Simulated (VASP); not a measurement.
# TiN (qlda) (Fm-3m) in VASP: notebook

Runs on TiN (qlda). Level: LDA. Tasks: relaxation of cell and atoms, single point.

Program: VASP 6.6.1. These are calculated values, not measurements. Logs are shortened: lines on timing, memory, paths and dates and some standing lists are left out, and cuts for length are marked.

## Step 1: The cell of the first run

Symmetry: Fm-3m, No. 225, cubic system. Conventional cell: a = 4.173 Å, b = 4.173 Å, c = 4.173 Å, α = 90.00°, β = 90.00°, γ = 90.00°. Within 2.8 Å of Ti (site symmetry m-3m) lie 6 N at 2.09 Å. N (site symmetry m-3m) has 6 Ti at 2.09 Å within 2.8 Å.

## Step 2: Relaxation of cell and atoms, LDA

File INCAR:

```
PREC = Accurate ; ENCUT = 600
EDIFF = 1E-6 ; ISMEAR = 0
SIGMA = 0.1 ; LREAL = F
LASPH = T ; NELM = 100
ALGO = Normal ; ISIF = 3
LWAVE = F ; LCHARG = F
IBRION = 2 ; NSW = 100
EDIFFG = -0.002
```

File KPOINTS:

```
regular mesh
0
Gamma
  14 14 14
```

File POSCAR:

```
TiN
1.0
    0.0000000000      2.0862956476      2.0862956476
    2.0862956476      0.0000000000      2.0862956476
    2.0862956476      2.0862956476      0.0000000000
Ti N
1 1
Direct
    0.0000000000      0.0000000000      0.0000000000
    0.5000000000      0.5000000000      0.5000000000
```

Potentials or basis: VASP PAW LDA potentials, release 64 (Ti_sv, N).

Started as:

```bash
> cat potpaw_LDA.64/Ti_sv/POTCAR potpaw_LDA.64/N/POTCAR > POTCAR
> mpirun -np 1 vasp_std > vasp.out
```

OUTCAR:

```text
PREC = Accurate
   ENCUT = 600
   EDIFF = 1E-6
   ISMEAR = 0
   LREAL = F
   LASPH = T
   NELM = 100
   ISIF = 3
   IBRION = 2
   NSW = 100
   EDIFFG = -0.002

 ion  position               nearest neighbor table
   1  0.000  0.000  0.000-   2 2.09   2 2.09   2 2.09   2 2.09   2 2.09   2 2.09
   2  0.500  0.500  0.500-   1 2.09   1 2.09   1 2.09   1 2.09   1 2.09   1 2.09

  LATTYP: Found a face centered cubic cell.
 ALAT       =     4.1725912952

  Lattice vectors:

 A1 = (   0.0000000000,   2.0862956476,   2.0862956476)
 A2 = (   2.0862956476,   0.0000000000,   2.0862956476)
 A3 = (   2.0862956476,   2.0862956476,   0.0000000000)

Analysis of symmetry for initial positions (statically):
=====================================================================
 Subroutine PRICEL returns:
 Original cell was already a primitive cell.

 Routine SETGRP: Setting up the symmetry group for a
 face centered cubic supercell.

 Subroutine GETGRP returns: Found 48 space group operations
 (whereof 48 operations were pure point group operations)
 out of a pool of 48 trial point group operations.

The static configuration has the point symmetry O_h .

Analysis of symmetry for dynamics (positions and initial velocities):
=====================================================================
 Subroutine PRICEL returns:
 Original cell was already a primitive cell.

 Routine SETGRP: Setting up the symmetry group for a
 face centered cubic supercell.

 Subroutine GETGRP returns: Found 48 space group operations
 (whereof 48 operations were pure point group operations)
 out of a pool of 48 trial point group operations.

The dynamic configuration has the point symmetry O_h .

 Subroutine INISYM returns: Found 48 space group operations
 (whereof 48 operations are pure point group operations),
 and found     1 'primitive' translations

----------------------------------------------------------------------------------------

                                     Primitive cell

  volume of cell :      18.1617

  direct lattice vectors                    reciprocal lattice vectors
     0.000000000  2.086295648  2.086295648    -0.239659226  0.239659226  0.239659226
     2.086295648  0.000000000  2.086295648     0.239659226 -0.239659226  0.239659226
     2.086295648  2.086295648  0.000000000     0.239659226  0.239659226 -0.239659226

  length of vectors
     2.950467600  2.950467600  2.950467600     0.415101956  0.415101956  0.415101956

  position of ions in fractional coordinates (direct lattice)
     0.000000000  0.000000000  0.000000000
     0.500000000  0.500000000  0.500000000

  ion indices of the primitive-cell ions
   primitive index   ion index
                 1           1
                 2           2

----------------------------------------------------------------------------------------

 KPOINTS: regular mesh

Automatic generation of k-mesh.
 Grid dimensions read from file:
 generate k-points for:   14   14   14

 Generating k-lattice:

  Cartesian coordinates                     Fractional coordinates (reciprocal lattice)
    -0.017118516  0.017118516  0.017118516     0.071428571  0.000000000  0.000000000
     0.017118516 -0.017118516  0.017118516     0.000000000  0.071428571  0.000000000
     0.017118516  0.017118516 -0.017118516     0.000000000  0.000000000  0.071428571

  Length of vectors
     0.029650140  0.029650140  0.029650140

  Shift w.r.t. Gamma in fractional coordinates (k-lattice)
     0.000000000  0.000000000  0.000000000

 Subroutine IBZKPT returns following result:
 ===========================================

 Found    104 irreducible k-points:

 Following reciprocal coordinates:
            Coordinates               Weight
  0.000000  0.000000  0.000000      1.000000
  0.071429  0.000000  0.000000      8.000000
  0.142857  0.000000  0.000000      8.000000
  0.214286  0.000000  0.000000      8.000000
  0.285714  0.000000  0.000000      8.000000
  0.357143  0.000000  0.000000      8.000000
[... 16 lines left out ...]
  0.214286  0.142857  0.000000     24.000000
  0.285714  0.142857  0.000000     24.000000
 [... further k-points ...]
   k-points           NKPTS =    104   k-points in BZ     NKDIM =    104   number of bands    NBANDS=     12
   number of dos      NEDOS =    301   number of ions     NIONS =      2
   total plane-waves  NPLWV =  13824
   dimension x,y,z NGX =    24 NGY =   24 NGZ =   24
   dimension x,y,z NGXF=    48 NGYF=   48 NGZF=   48
   ions per type =               1   1
   NGX,Y,Z   is equivalent  to a cutoff of  13.52, 13.52, 13.52 a.u.
   NGXF,Y,Z  is equivalent  to a cutoff of  27.05, 27.05, 27.05 a.u.
 SYSTEM =  unknown system
   PREC   = accura    normal or accurate (medium, high low for compatibility)
   ISTART =      0    job   : 0-new  1-cont  2-samecut
   ICHARG =      2    charge: 1-file 2-atom 10-const
   ISPIN  =      1    spin polarized calculation?
   LNONCOLLINEAR =      F non collinear calculations
   LSORBIT =      F    spin-orbit coupling
   LASPH  =      T    aspherical Exc in radial PAW
   ENCUT  =  600.0 eV  44.10 Ry    6.64 a.u.   5.89  5.89  5.89*2*pi/ulx,y,z
   NELM   =    100;   NELMIN=  2; NELMDL= -5     # of ELM steps
   EDIFF  = 0.1E-05   stopping-criterion for ELM
   LREAL  =      F    real-space projection
   EDIFFG = -.2E-02   stopping-criterion for IOM
   NSW    =    100    number of steps for IOM
   IBRION =      2    ionic relax: 0-MD 1-quasi-New 2-CG
   NFREE  =      1    steps in history (QN), initial steepest desc. (CG)
   ISIF   =      3    stress and relaxation
   ISYM   =      2    0-nonsym 1-usesym 2-fastsym
   POTIM  = 0.5000    time-step for ionic-motion
   TEBEG  =    0.0;   TEEND  =   0.0 temperature during run
   PSTRESS=    0.0 pullay stress
   NELECT =      17.0000    total number of electrons
   NUPDOWN=      -1.0000    fix difference up-down
   EMIN   =  10.00;   EMAX   =-10.00  energy-range for DOS
   EFERMI =   0.00;   METHOD = LEGACY
   ISMEAR =     0;   SIGMA  =   0.10  broadening in eV -4-tet -1-fermi 0-gaus
   EFERMI_NEDOS =   21; number of points for ismear=-14 and -15
   IALGO  =     38    algorithm
   IMIX   =      4    mixing-type and parameters
     AMIX     =   0.40;   BMIX     =  1.00
     AMIX_MAG =   1.60;   BMIX_MAG =  1.00
  volume/ion in A,a.u.               =       9.08        61.28
  Fermi-wavevector in a.u.,A,eV,Ry     =   1.601420  3.026245 34.892773  2.564546
  Thomas-Fermi vector in A             =   2.698401
   LORBIT       =      0    0 simple, 1 ext, 2 COOP (PROOUT), +10 PAW based schemes
   GGA     = CA    functional components
   LHFCALC =     F    Hartree Fock is set to
   AEXX    =    0.0000 exact exchange contribution
   IVDW    =     0    specifies the selected vdW correction
   LEPSILON=     F    determine dielectric tensor
   LRPA    =     F    only Hartree local field effects (RPA)
 conjugate gradient relaxation of ions
 non-spin polarized calculation
 Gauss-broadening in eV      SIGMA  =   0.10
  energy-cutoff  :      600.00
  volume of cell :       18.16
 maximum number of plane-waves:       620
   NGX = 11   NGY = 11   NGZ = 11

--------------------------------------- Ionic step        1  -------------------------------------------

 number of electron      16.9999996 magnetization

 Free energy of the ion-electron system (eV)
  ---------------------------------------------------
  ext. energy  EPLUGINS =         0.00000000
  ---------------------------------------------------
  free energy    TOTEN  =       -21.67163641 eV

  energy without entropy =      -21.66689684  energy(sigma->0) =      -21.66926663

------------------------ aborting loop because EDIFF is reached ----------------------------------------

  FORCE on cell =-STRESS in cart. coord.  units (eV):
  Direction    XX          YY          ZZ          XY          YZ          ZX
  --------------------------------------------------------------------------------------
  -------------------------------------------------------------------------------------
  Total        0.0895734      0.0895734      0.0895734      0.0000000      0.0000000      0.0000000
  in kB        7.9019079      7.9019079      7.9019079      0.0000000      0.0000000      0.0000000
  external PRESSURE =       7.9019079 kB  Pullay stress =       0.0000000 kB
[... 57 lines left out ...]
  energy  without entropy=      -21.6667029489  energy(sigma->0) =      -21.66909285

--------------------------------------- Ionic step        3  -------------------------------------------

 number of electron      16.9999996 magnetization

 Free energy of the ion-electron system (eV)
  ---------------------------------------------------
  ext. energy  EPLUGINS =         0.00000000
  ---------------------------------------------------
  free energy    TOTEN  =       -21.67175572 eV

  energy without entropy =      -21.66700063  energy(sigma->0) =      -21.66937817

 E-fermi :  11.8217     XC(G=0): -13.6295

 val. band max:       11.8106674820   @ k =  -0.0714   0.0714   0.0000
 cond. band min:      11.8432251301   @ k =   0.5000   0.2857   0.1429
 fundamental gap:      0.0325576481
 Fermi energy:        11.8217096462

 k-point     1 :       0.0000    0.0000    0.0000
  band No.  band energies     occupation
      1     -45.2572      2.00000
      2     -21.5756      2.00000
      3     -21.5756      2.00000
      4     -21.5756      2.00000
      5      -5.2895      2.00000
      6       9.7684      2.00000
      7       9.7684      2.00000
      8       9.7684      2.00000
      9      11.1352      2.00000
     10      11.1352      2.00000
     11      11.1352      2.00000
     12      12.4203      0.00000
[... 331 lines left out ...]
 k-point    24 :       0.2857    0.1429    0.0000
  band No.  band energies     occupation
      1     -45.1822      2.00000
      2     -21.9671      2.00000
      3     -21.6649      2.00000
      4     -21.6517      2.00000
      5      -4.0410      2.00000
      6       5.7152      2.00000
      7       7.5225      2.00000
      8       7.9104      2.00000
      9      10.9229      2.00000
     10      12.9935      0.00000
     11      13.4253      0.00000
     12      14.3994      0.00000

 [... further k-points ...]
[... 5 lines left out ...]
  --------------------------------------------------------------------------------------
  -------------------------------------------------------------------------------------
  Total       -0.0030239     -0.0030239     -0.0030239      0.0000000     -0.0000000     -0.0000000
  in kB       -0.2660802     -0.2660802     -0.2660802      0.0000000     -0.0000000     -0.0000000
  external PRESSURE =      -0.2660802 kB  Pullay stress =       0.0000000 kB
[... 17 lines left out ...]
  FREE ENERGIE OF THE ION-ELECTRON SYSTEM (eV)
  ---------------------------------------------------
  free  energy   TOTEN  =       -21.6717557200 eV

  energy  without entropy=      -21.6670006295  energy(sigma->0) =      -21.66937817

 reached required accuracy - stopping structural energy minimisation
```

Wall time 24 s (1 thread of Intel Xeon Platinum 8488C (Sapphire Rapids), shared host); peak memory 0.15 GiB.

Results:

| Quantity | Value |
| --- | --- |
| Free energy | -21.6718 eV |
| Relaxed volume | 9.10 Å³/atom |
| Relaxed cell | a = 2.953 Å, b = 2.953 Å, c = 2.953 Å, α = 60.00°, β = 60.00°, γ = 60.00° |
| Space group after relaxing (to 0.05 Å) | Fm-3m (No. 225) |
| Energy gained by relaxing | 0.1 meV/atom |
| Ionic steps | 3 |
| Pressure after relaxing | 0.0 GPa |

The path:
```
step  energy change (eV)  largest force (eV/Å)  pressure (GPa)  volume (Å³)
   1              0.0000                0.0000            0.79        18.16
   2              0.0002                0.0000           -1.17        18.28
   3             -0.0001                0.0000           -0.03        18.21
```

Final structure:
```
Ti N
1.0
     0.00000    2.08806    2.08806
     2.08806    0.00000    2.08806
     2.08806    2.08806    0.00000
Ti N
1 1
Direct
  0.00000 0.00000 0.00000
  0.50000 0.50000 0.50000
```

## Step 3: Relaxation of cell and atoms, LDA

File INCAR:

```
SYSTEM = TiN
PREC = Accurate
ENCUT = 600
EDIFF = 1E-6
ISMEAR = -1
SIGMA = 0.15
LREAL = .FALSE.
LASPH = .TRUE.
NELM = 100
ALGO = Normal
ISIF = 3
LWAVE = .FALSE.
LCHARG = .FALSE.
GGA = CA
IBRION = 2
NSW = 80
EDIFFG = -0.001
```

File KPOINTS:

```
Automatic mesh
0
G
  16 16 16
  0 0 0
```

File POSCAR:

```
TiN
1.0
    0.0000000000      2.0859620364      2.0859620364
    2.0859620364      0.0000000000      2.0859620364
    2.0859620364      2.0859620364      0.0000000000
Ti N
1 1
Direct
    0.0000000000      0.0000000000      0.0000000000
    0.5000000000      0.5000000000      0.5000000000
```

Potentials or basis: VASP PAW LDA potentials, release 64 (Ti_sv, N).

Started as:

```bash
> cat potpaw_LDA.64/Ti_sv/POTCAR potpaw_LDA.64/N/POTCAR > POTCAR
> mpirun -np 1 vasp_std > vasp.out
```

Run time: 38 s. Hardware: 1 thread of Intel Xeon Platinum 8488C (Sapphire Rapids), shared host; peak memory 0.17 GiB.

It converged, with:

```yaml
Free_energy: -21.7017 eV
Relaxed_volume: 9.11 Å³/atom
Relaxed_cell: a = 2.954 Å, b = 2.954 Å, c = 2.954 Å, α = 60.00°, β = 60.00°, γ = 60.00°
Space_group_after_relaxing_to_0.05_Å: Fm-3m (No. 225)
Energy_gained_by_relaxing: 0.1 meV/atom
Ionic_steps: 4
Pressure_after_relaxing: 0.0 GPa
```

Step by step:
| step | energy change (eV) | largest force (eV/Å) | pressure (GPa) | volume (Å³) |
| --- | --- | --- | --- | --- |
| 1 | 0.0000 | 0.0000 | 1.23 | 18.15 |
| 2 | 0.0004 | 0.0000 | -1.83 | 18.34 |
| 3 | -0.0003 | 0.0000 | -0.03 | 18.22 |
| 4 | -0.0003 | 0.0000 | 0.00 | 18.22 |

Final structure:
```
Ti N
1.0
     0.00000    2.08862    2.08862
     2.08862    0.00000    2.08862
     2.08862    2.08862    0.00000
Ti N
1 1
Direct
  0.00000 0.00000 0.00000
  0.50000 0.50000 0.50000
```

Levels at points of the mesh, in eV from the Fermi level:
| k point | band 6 | band 7 | band 8 | band 9 | band 10 | band 11 |
| --- | --- | --- | --- | --- | --- | --- |
| (0.00, 0.00, 0.00) | -2.03 | -2.03 | -2.03 | -0.66 | -0.66 | -0.66 |
| (0.50, 0.00, 0.00) | -8.32 | -5.70 | -5.70 | 1.84 | 1.84 | 2.57 |
| (0.50, 0.50, 0.00) | -5.84 | -3.28 | -3.22 | -3.22 | 1.77 | 2.60 |

## Step 4: Single point, LDA

File INCAR:

```
PREC = Accurate ; ENCUT = 910
EDIFF = 1E-6 ; ISMEAR = 0
SIGMA = 0.1 ; LREAL = F
LASPH = T ; NELM = 120
ALGO = Normal ; ISIF = 2
LWAVE = F ; LCHARG = T
LELF = T ; LVHAR = T
NBANDS = 16 ; GGA_COMPAT = F
```

File KPOINTS:

```
Automatic mesh
0
Gamma
  8 8 8
```

File POSCAR:

```
TiN
1.0
    0.0000000000      2.0862956476      2.0862956476
    2.0862956476      0.0000000000      2.0862956476
    2.0862956476      2.0862956476      0.0000000000
Ti N
1 1
Direct
    0.0000000000      0.0000000000      0.0000000000
    0.5000000000      0.5000000000      0.5000000000
```

Potentials or basis: VASP PAW LDA potentials, release 64 (Ti_sv, N_h).

Started as:

```bash
> cat potpaw_LDA.64/Ti_sv/POTCAR potpaw_LDA.64/N_h/POTCAR > POTCAR
> mpirun -np 1 vasp_std > vasp.out
```

Wall time 20 s (1 thread of Intel Xeon Platinum 8375C at 2.90GHz (Ice Lake), shared host); peak memory 0.16 GiB.

The run converged. Its results:

```
Free energy : -21.6652 eV
Pressure    : 0.8 GPa
```

Levels at points of the mesh, in eV from the Fermi level:
| k point | band 7 | band 8 | band 9 | band 10 | band 11 | band 12 |
| --- | --- | --- | --- | --- | --- | --- |
| (0.00, 0.00, 0.00) | -2.08 | -2.08 | -0.70 | -0.70 | -0.70 | 0.59 |
| (0.50, 0.00, 0.00) | -5.76 | -5.76 | 1.81 | 1.81 | 2.55 | 6.14 |
| (0.50, 0.50, 0.00) | -3.33 | -3.27 | -3.27 | 1.75 | 2.58 | 2.58 |

Caveat: the cutoff is under 1.25 times the usual one of these potentials, so pressure, stress and relaxed cells hold a basis-set (Pulay) error.

## Step 5: Single point, LDA

File INCAR:

```
PREC = Accurate ; ENCUT = 910
EDIFF = 1E-6 ; ISMEAR = -1
SIGMA = 0.15 ; LREAL = F
LASPH = T ; NELM = 120
ALGO = Normal ; ISIF = 2
LWAVE = F ; LCHARG = T
GGA = CA ; LELF = T
LVHAR = T ; NBANDS = 16
GGA_COMPAT = F
```

File KPOINTS:

```
Automatic mesh
0
Gamma
  16 16 16
```

File POSCAR:

```
TiN
1.0
    0.0000000000      2.0865879584      2.0865879584
    2.0865879584      0.0000000000      2.0865879584
    2.0865879584      2.0865879584      0.0000000000
Ti N
1 1
Direct
    0.0000000000      0.0000000000      0.0000000000
    0.5000000000      0.5000000000      0.5000000000
```

Started as:

```bash
> cat potpaw_LDA.64/Ti_sv/POTCAR potpaw_LDA.64/N_h/POTCAR > POTCAR
> mpirun -np 1 vasp_std > vasp.out
```

Wall time 61 s (1 thread of AMD EPYC 9R45 (Zen 5), shared host); peak memory 0.2 GiB.

Results (log left out):

* Free energy: -21.7048 eV
* Pressure: 0.8 GPa

Levels at points of the mesh, in eV from the Fermi level:
```tsv
k point	band 6	band 7	band 8	band 9	band 10	band 11
(0.00, 0.00, 0.00)	-2.04	-2.04	-2.04	-0.66	-0.66	-0.66
(0.50, 0.00, 0.00)	-8.34	-5.71	-5.71	1.85	1.85	2.58
(0.50, 0.50, 0.00)	-5.85	-3.30	-3.23	-3.23	1.78	2.61
```

Caveat: the cutoff is under 1.25 times the usual one of these potentials, so pressure, stress and relaxed cells hold a basis-set (Pulay) error.

## Step 6: Single point, LDA

File INCAR:

```
PREC     = Accurate       # precision mode
ENCUT    = 910            # plane-wave cutoff, eV
EDIFF    = 1E-6           # SCF threshold, eV
ISMEAR   = 0              # smearing method
SIGMA    = 0.1            # smearing width, eV
LREAL    = False          # projectors in reciprocal space
LASPH    = True           # aspherical terms in the spheres
NELM     = 120            # most SCF steps
ALGO     = Normal         # electronic algorithm
ISIF     = 2              # what is computed and relaxed
LWAVE    = False          # write WAVECAR
LCHARG   = False          # write CHGCAR
NBANDS   = 16             # bands
GGA_COMPAT= False
```

File KPOINTS:

```
Automatic mesh
0
Gamma
  14 14 14
```

File POSCAR:

```
TiN
1.0
    0.0000000000      2.0859620364      2.0859620364
    2.0859620364      0.0000000000      2.0859620364
    2.0859620364      2.0859620364      0.0000000000
Ti N
1 1
Direct
    0.0000000000      0.0000000000      0.0000000000
    0.5000000000      0.5000000000      0.5000000000
```

Potentials or basis: VASP PAW LDA potentials, release 64 (Ti_sv, N_h).

Started as:

```bash
> cat potpaw_LDA.64/Ti_sv/POTCAR potpaw_LDA.64/N_h/POTCAR > POTCAR
> mpirun -np 1 vasp_std > vasp.out
```

It took 98 s on 1 thread of Intel Xeon Platinum 8488C (Sapphire Rapids), shared host; peak memory 0.2 GiB.

The run converged. Its results:

```
Free energy : -21.6748 eV
Pressure    : 0.8 GPa
```

Levels at points of the mesh, in eV from the Fermi level:
```
           k point  band 6  band 7  band 8  band 9  band 10  band 11  band 12  band 13
(0.00, 0.00, 0.00)   -2.06   -2.06   -2.06   -0.69    -0.69    -0.69     0.60     0.60
(0.50, 0.00, 0.00)   -8.37   -5.74   -5.74    1.82     1.82     2.56     6.15     6.15
(0.50, 0.50, 0.00)   -5.87   -3.32   -3.25   -3.25     1.76     2.59     2.59     4.06
```

Caveat: the cutoff is under 1.25 times the usual one of these potentials, so pressure, stress and relaxed cells hold a basis-set (Pulay) error.

## Step 7: The runs side by side

```tsv
task	potentials or basis	cell	k mesh	cutoff (eV)	smearing	second run	gap on the mesh (eV)	pressure (GPa)	relaxed volume (Å³/atom)
relaxation of cell and atoms	VASP PAW LDA potentials, release 64 (Ti_sv, N)	relaxed from a = 2.950 Å, angles 60.0°, 2 atoms	14 × 14 × 14	600	gaussian 0.1 eV	-	none	0.0	9.10
relaxation of cell and atoms	VASP PAW LDA potentials, release 64 (Ti_sv, N)	relaxed from a = 2.950 Å, angles 60.0°, 2 atoms	16 × 16 × 16	600	fermi-dirac 0.15 eV	-	none	0.0	9.11
single point	VASP PAW LDA potentials, release 64 (Ti_sv, N_h)	a = 2.950 Å, angles 60.0°, 2 atoms	8 × 8 × 8	910	gaussian 0.1 eV	hard_potentials	none	0.8	-
single point	VASP PAW LDA potentials, release 64 (Ti_sv, N_h)	a = 2.951 Å, angles 60.0°, 2 atoms	16 × 16 × 16	910	fermi-dirac 0.15 eV	hard_potentials	none	0.8	-
single point	VASP PAW LDA potentials, release 64 (Ti_sv, N_h)	a = 2.950 Å, angles 60.0°, 2 atoms	14 × 14 × 14	910	gaussian 0.1 eV	hard_potentials	none	0.8	-
```

Alike in all rows: level LDA; no spin polarisation.

Caveats: the cutoff is under 1.25 times the usual one of these potentials, so pressure, stress and relaxed cells hold a basis-set (Pulay) error (some runs).

Absolute energies hang on the potentials; compare differences alone.
